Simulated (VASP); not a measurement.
A run of VASP 6.6.1 is set up as follows.

The input INCAR:

```
  PREC = Accurate
  ENCUT = 520
  EDIFF = 1E-6
  ISMEAR = 0
  SIGMA = 0.05
  LREAL = Auto
  LASPH = True
  NELM = 80
  ALGO = Normal
  ISIF = 2
  LWAVE = False
  LCHARG = True
  LDIPOL = True
  IDIPOL = 3
  DIPOL = 0.5 0.5 0.353
  GGA = PS
  LELF = True
  LVHAR = True
  LVACPOTAV = True
  NBANDS = 45
```

KPOINTS

```
regular mesh
0
Gamma
  4 8 1
```

The input POSCAR:

```
Si3H2C4
1.0
    6.1612406585      0.0000000000      0.0000000000
    0.0000000000      3.0806203293      0.0000000000
    0.0000000000      0.0000000000     20.0373883794
C Si H
8 6 4
Direct
    0.5000000000      0.5000000000      0.2321862369
    0.0000000000      0.5000000000      0.2321862369
    0.7500000000      0.0000000000      0.3408993827
    0.2500000000      0.0000000000      0.3408993827
   -0.0027620812      0.5000000000      0.4633254963
    0.5017250048      0.5000000000      0.4457235758
    0.3874129325      0.0000000000      0.5537325474
    0.6098213397      0.0000000000      0.5606695792
    0.2500000000      0.5000000000      0.2865428098
    0.7500000000      0.5000000000      0.2865428098
    0.5006298240      0.0000000000      0.3939915838
   -0.0015186746      0.0000000000      0.4016225263
    0.7202331683      0.5000000000      0.5126216522
    0.2745554390      0.5000000000      0.5090450302
    0.5000000000      0.2248963861      0.1983620084
    0.5000000000      0.7751036139      0.1983620084
    0.0000000000      0.7747262802      0.1982371399
    0.0000000000      0.2252737198      0.1982371399
```

Potentials or basis: VASP PAW PBE potentials, release 64 (C, Si, H).

Launch:

```console
$ cat potpaw_PBE.64/C/POTCAR potpaw_PBE.64/Si/POTCAR potpaw_PBE.64/H/POTCAR > POTCAR
$ mpirun -np 1 vasp_std > vasp.out
```

Q: What does it give for the band gap on the k mesh?

A: Zero (bands 30 and 31 overlap by 0.68 eV).

Q: Estimate the largest force.

A: 1.465 eV/Å.

Forces in eV/Å, atoms in the order of the input:
```
C    0.001  0.000  0.743
C   -0.001  0.000  0.567
C    0.700  0.000  0.448
C   -0.702  0.000  0.607
C    0.006  0.000  0.014
C    0.003  0.000 -0.017
C   -0.078  0.000  0.022
C    0.075  0.000 -1.463
Si  -0.422  0.000 -0.411
Si   0.422  0.000 -0.424
Si   0.002  0.000  0.000
Si   0.001  0.000 -0.003
Si   0.010  0.000  0.003
Si  -0.016  0.000  0.003
H    0.000 -0.029 -0.025
H    0.000  0.029 -0.025
H    0.000  0.027 -0.019
H    0.000 -0.027 -0.019
```

Caveat: the PAW data sets were made with another functional, which shifts forces and pressure a little.
